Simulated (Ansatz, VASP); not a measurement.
Two plane-wave programs on Zn

The input POSCAR:

```
Zn
1.0
   -1.5690370000      1.5690370000      1.5690370000
    1.5690370000     -1.5690370000      1.5690370000
    1.5690370000      1.5690370000     -1.5690370000
Zn
1
Direct
    0.0000000000      0.0000000000      0.0000000000
```

Contents of INCAR.step1:

```
SYSTEM = Zn
  PREC = Accurate
  ENCUT = 520
  ISMEAR = -1
  SIGMA = 0.1
  LREAL = .False.
  LASPH = .True.
  NELM = 60
  NBANDS = 12
  GGA = PE
  ALGO = Normal
  EDIFF = 1E-4
  LWAVE = .True.
  LCHARG = .False.
```

INCAR.step2

```
SYSTEM = Zn
  PREC = Accurate
  ENCUT = 520
  EDIFF = 1E-6
  ISMEAR = -1
  SIGMA = 0.1
  LREAL = .False.
  LASPH = .True.
  NELM = 60
  ALGO = Normal
  ISIF = 2
  LWAVE = .False.
  LCHARG = .False.
  METAGGA = R2SCAN
  LMIXTAU = .True.
  NBANDS = 12
  ISTART = 1
```

File KPOINTS:

```
regular mesh
0
Gamma
  7 7 7
  0 0 0
```

Input for Ansatz:

```yaml
crystal:
  lattice:
    - [-1.569037, 1.569037, 1.569037]
    - [1.569037, -1.569037, 1.569037]
    - [1.569037, 1.569037, -1.569037]
  atoms:
    - { symbol: Zn, position: [0.0, 0.0, 0.0] }
kpoints:
  mp_grid:
    grid: [7, 7, 7]
hamiltonian:
  xc: r2scan
scf:
  occupations:
    method: fermi_dirac
output:
  forces: true
  stress: true
```

Alike in both runs: task single point; functional r2SCAN; k mesh 7 × 7 × 7; no spin polarisation.

```csv
,VASP,Ansatz
version,VASP 6.6.1,Ansatz 0.2.0
potentials or method,"VASP PAW PBE potentials, release 64 (Zn)","plane waves, PAW"
plane-wave cutoff (eV),520,500
occupations,"fermi-dirac, width 0.1 eV",fermi-dirac
valence electrons in the cell,12,12
```

|  | VASP | Ansatz | Ansatz less VASP |
| --- | --- | --- | --- |
| pressure (GPa) | -5.3 | -5.6 | -0.38 |

VASP's potentials were made for PBE, not for r2SCAN.

The k mesh is coarse, so the values compare programs but aren't converged.
